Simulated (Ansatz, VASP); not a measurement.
**TiAl: VASP beside Ansatz**

File INCAR:

```
SYSTEM = TiAl
PREC     = Accurate       ! precision mode
ENCUT    = 520            ! plane-wave cutoff, eV
EDIFF    = 1E-7           ! SCF threshold, eV
ISMEAR   = 0              ! smearing method
SIGMA    = 0.1            ! smearing width, eV
LREAL    = .FALSE.        ! projectors in reciprocal space
LASPH    = .TRUE.         ! aspherical terms in the spheres
NELM     = 60             ! most SCF steps
ALGO     = Fast           ! electronic algorithm
ISIF     = 2              ! what is computed and relaxed
LWAVE    = .FALSE.        ! write WAVECAR
LCHARG   = .TRUE.         ! write CHGCAR
GGA      = PE             ! functional
LELF     = .TRUE.         ! ELF
LVHAR    = .TRUE.       
NBANDS   = 14             ! bands
```

Contents of KPOINTS:

```
Automatic mesh
0
G
  15 15 8
  0 0 0
```

The input POSCAR:

```
TiAl
1.0
    2.8672622327      0.0000000000      0.0000000000
   -1.4336311163      2.4831219328      0.0000000000
    0.0000000000      0.0000000000      4.6780830000
Ti Al
1 1
Direct
    0.0000000000      0.0000000000      0.0000000000
    0.3635372468      0.7270744936      0.5000000000
```

Input for Ansatz:

```yaml
crystal:
  lattice:
    - [2.8672622327, 0.0, 0.0]
    - [-1.4336311163, 2.4831219328, 0.0]
    - [0.0, 0.0, 4.678083]
  atoms:
    - { symbol: Ti, position: [0.0, 0.0, 0.0] }
    - { symbol: Al, position: [0.3635372468, 0.7270744936, 0.5] }
basis:
  ecutwfc: 420
kpoints:
  mp_grid: { grid: [15, 15, 8] }
hamiltonian:
  xc: pbe
scf:
  occupations: { method: gaussian, width: 0.1 }
output:
  forces: true
  stress: true
  eigenvalues: true
  populations: true
```

Change from the starting cell: one atom moved.

Alike in both runs: task single point; functional PBE; k mesh 15 × 15 × 8; occupations gaussian, width 0.1 eV; no spin polarisation.

|  | VASP | Ansatz |
| --- | --- | --- |
| version | VASP 6.6.1 | Ansatz 0.2.0 |
| potentials or method | VASP PAW PBE potentials, release 64 (Ti_sv, Al), cutoff 520 eV | scalar-relativistic, plane waves, PAW |
| valence electrons in the cell | 15 | 15 |

VASP gave:

```
gap on the k mesh at the Fermi level (eV)                     : none
pressure (GPa)                                                : 0.3
traceless stress, the component that is largest in VASP (GPa) : 2.68
rms of the force components (eV/Å)                            : 0.136
```

Question: Which values does Ansatz return?

Answer: gap on the k mesh at the Fermi level (eV): none; pressure (GPa): 0.4; traceless stress, the component that is largest in VASP (GPa): 2.70; rms of the force components (eV/Å): 0.136.

Atom by atom the forces differ by 0.000 eV/Å (rms over components). A gap of «none» marks a metal or a gap that the smearing closes.
